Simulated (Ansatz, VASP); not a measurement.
## InP3: VASP beside Ansatz

Contents of INCAR:

```
SYSTEM = InP3
ALGO = Normal ; EDIFF = 1E-6
ENCUT = 520 ; GGA = PS
ISIF = 2 ; ISMEAR = 0
LASPH = .TRUE. ; LCHARG = .FALSE.
LREAL = .FALSE. ; LWAVE = .FALSE.
NBANDS = 38 ; NELM = 80
PREC = Accurate ; SIGMA = 0.15
```

File KPOINTS:

```
k-points
0
G
  6 6 6
  0 0 0
```

Contents of POSCAR:

```
InP3
1.0
    4.0121857222      2.3164365067      3.0170261787
   -4.0121857222      2.3164365067      3.0170261787
    0.0000000000     -4.6328730135      3.0170261787
In P
2 6
Direct
    0.2732789115      0.2732789115      0.2732789115
    0.7267210885      0.7267210885      0.7267210885
    0.7947108827      0.2411926280      0.7947108827
    0.7947108827      0.7947108827      0.2411926280
    0.2411926280      0.7947108827      0.7947108827
    0.2052891173      0.7588073720      0.2052891173
    0.7588073720      0.2052891173      0.2052891173
    0.2052891173      0.2052891173      0.7588073720
```

Input for Ansatz:

```yaml
crystal:
  lattice:
    - [4.0121857222, 2.3164365067, 3.0170261787]
    - [-4.0121857222, 2.3164365067, 3.0170261787]
    - [0.0, -4.6328730135, 3.0170261787]
  atoms:
    - { symbol: In, position: [0.2732789115, 0.2732789115, 0.2732789115] }
    - { symbol: In, position: [0.7267210885, 0.7267210885, 0.7267210885] }
    - { symbol: P, position: [0.7947108827, 0.241192628, 0.7947108827] }
    - { symbol: P, position: [0.7947108827, 0.7947108827, 0.241192628] }
    - { symbol: P, position: [0.241192628, 0.7947108827, 0.7947108827] }
    - { symbol: P, position: [0.2052891173, 0.758807372, 0.2052891173] }
    - { symbol: P, position: [0.758807372, 0.2052891173, 0.2052891173] }
    - { symbol: P, position: [0.2052891173, 0.2052891173, 0.758807372] }
basis:
  ecutwfc: 420
kpoints:
  mp_grid: { grid: [6, 6, 6] }
hamiltonian:
  xc: pbesol
scf:
  occupations: { method: gaussian, width: 0.15 }
output:
  forces: true
  stress: true
  eigenvalues: true
  write_density: true
  write_potential: true
  elf: true
  volumetric_format: npy
```

Change from the starting cell: strain +0.080 along x and y, -0.080 along z, atoms carried along.

Alike in both runs: task single point; functional PBEsol; k mesh 6 × 6 × 6; occupations gaussian, width 0.15 eV; no spin polarisation.

|  | VASP | Ansatz |
| --- | --- | --- |
| version | VASP 6.6.1 | Ansatz 0.2.0 |
| potentials or method | VASP PAW PBE potentials, release 64 (In_d, P), cutoff 520 eV | scalar-relativistic, plane waves, PAW |
| valence electrons in the cell | 56 | 56 |

Ansatz gave:

| Quantity | Value |
| --- | --- |
| gap on the k mesh at the Fermi level (eV) | none |
| pressure (GPa) | -6.9 |
| traceless stress, the component that is largest in VASP (GPa) | 7.21 |
| rms of the force components (eV/Å) | 0.327 |

Q: Which values does VASP return?

A: gap on the k mesh at the Fermi level (eV): none; pressure (GPa): -6.9; traceless stress, the component that is largest in VASP (GPa): 7.24; rms of the force components (eV/Å): 0.334.

VASP's potentials were made for PBE, not for PBEsol. Atom by atom the forces differ by 0.008 eV/Å (rms over components). A gap of «none» marks a metal or a gap that the smearing closes.
